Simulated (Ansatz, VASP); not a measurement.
# Sb2As2C: VASP beside Ansatz

```
CELL_PARAMETERS angstrom
4.16803 0.00000 0.00000
-2.08401 3.60962 0.00000
0.00000 0.00000 8.14150
ATOMIC_POSITIONS crystal
Sb 0.00000 0.00000 0.33138
Sb 0.00000 0.00000 0.66862
As 0.33333 0.66667 0.00000
As 0.66667 0.33333 0.00000
C 0.66667 0.33333 0.50000
```

Change from the starting cell: species swapped into the La2Ni2I type (P-6m2, No. 187).

Alike in both runs: task relaxation of cell and atoms; functional PBE; k mesh 12 × 12 × 6; occupations gaussian, width 0.1 eV; no spin polarisation.

|  | VASP | Ansatz |
| --- | --- | --- |
| version | VASP 6.6.1 | Ansatz 0.2.0 |
| potentials or method | VASP PAW PBE potentials, release 64 (Sb, As, C), cutoff 600 eV | scalar-relativistic, plane waves, PAW |
| valence electrons in the cell | 24 | 64 |

VASP gave:

- gap on the k mesh at the Fermi level, each at its own relaxed structure (eV): none
- relaxed volume (Å³/atom): 25.26
- relaxed length of the cell vector where the two differ most in proportion (Å): 4.146

Task: Which values does Ansatz return?

Result: gap on the k mesh at the Fermi level, each at its own relaxed structure (eV): none; relaxed volume (Å³/atom): 25.23; relaxed length of the cell vector where the two differ most in proportion (Å): 4.143.

A gap of «none» marks a metal or a gap that the smearing closes. VASP's potentials hold 24 valence electrons a cell and Ansatz's 64, so a difference there can come from the potentials and not from the codes.

Neither program's run includes spin-orbit coupling.
